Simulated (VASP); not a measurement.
Here is a VASP 6.6.1 calculation.

Contents of INCAR:

```
  ALGO = Fast
  EDIFF = 1E-6
  ENCUT = 520
  GGA = PE
  ISIF = 2
  ISMEAR = 0
  LASPH = True
  LCHARG = False
  LREAL = False
  LWAVE = False
  NBANDS = 12
  NELM = 60
  PREC = Accurate
  SIGMA = 0.15
```

File KPOINTS:

```
k-points
0
Gamma
  18 18 18
```

Contents of POSCAR:

```
Cd
1.0
    0.0166361231      2.2181497500      2.2181497500
    2.2347858731      0.0000000000      2.2347858731
    2.2181497500      2.2181497500      0.0166361231
Cd
1
Direct
    0.0000000000      0.0000000000      0.0000000000
```

Potentials or basis: VASP PAW PBE potentials, release 64 (Cd).

Command:

```console
$ cat potpaw_PBE.64/Cd/POTCAR > POTCAR
$ mpirun -np 1 vasp_std > vasp.out
```

(1) Predict the band gap on the k mesh.

(2) What does it give for the pressure?

Answers

(1) zero (band 6 reaches 4.38 eV, above the bottom of band 7 at 1.42 eV).

(2) 2.5 GPa.

Caveat: the cell differs from its parent crystal (strain +0.0150 x Voigt [0, 0, 0, 0, 1, 0]).
